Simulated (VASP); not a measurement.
Wanted: the native input for a VASP 6.6.1 run.

```
Task                   : relaxation of shape and atoms at fixed volume
Functional             : PBEsol
Potentials or basis    : VASP PAW PBE potentials, release 64 (Sb, Pt)
Cutoff                 : 600 eV
k mesh                 : 12 × 12 × 8
Occupations            : gaussian, width 0.1 eV
Spin                   : no spin polarisation
Dipole correction      : no
Further INCAR settings : ALGO = Normal; EDIFF = 1e-07; IBRION = 2; EDIFFG = -0.01; NSW = 50; ISIF = 4
```

The structure of SbPt lies in POSCAR:

```
SbPt
1.0
    4.0799213700      0.0000000000      0.0000000000
   -2.0399606850      3.5333155519      0.0000000000
    0.0000000000      0.0000000000      5.3718862692
Sb Pt
2 2
Direct
    0.3333333333      0.6666666667      0.2500000000
    0.6666666667      0.3333333333      0.7500000000
    0.0000000000      0.0000000000      0.0000000000
    0.0000000000      0.0000000000      0.5000000000
```

These files were run (other wordings do the same):

INCAR

```
SYSTEM = SbPt
  ALGO = Normal
  EDIFF = 1E-7
  EDIFFG = -0.01
  ENCUT = 600
  GGA = PS
  IBRION = 2
  ISIF = 4
  ISMEAR = 0
  LASPH = .True.
  LCHARG = .False.
  LREAL = .False.
  LWAVE = .False.
  NELM = 100
  NSW = 50
  PREC = Accurate
  SIGMA = 0.1
```

KPOINTS

```
k-points
0
Gamma
  12 12 8
  0 0 0
```

Potentials or basis: VASP PAW PBE potentials, release 64 (Sb, Pt).

Launch:

```sh
$ cat potpaw_PBE.64/Sb/POTCAR potpaw_PBE.64/Pt/POTCAR > POTCAR
$ mpirun -np 1 vasp_std > vasp.out
```

Results of the run:

* Energy gained by relaxing: 0.1 meV/atom
* Ionic steps: 2
* Pressure after relaxing: 10.0 GPa
* Band gap on the k mesh: zero (bands 15 and 16 overlap by 4.38 eV)

Caveat: the PAW data sets were made with another functional, which shifts forces and pressure a little; spin-orbit coupling is left out, which moves the levels of the heavy elements.

It took 110 s on 1 thread of Intel(R) Xeon(R) Platinum 8559C (Emerald Rapids), on a shared host, peak memory 0.35 GiB.
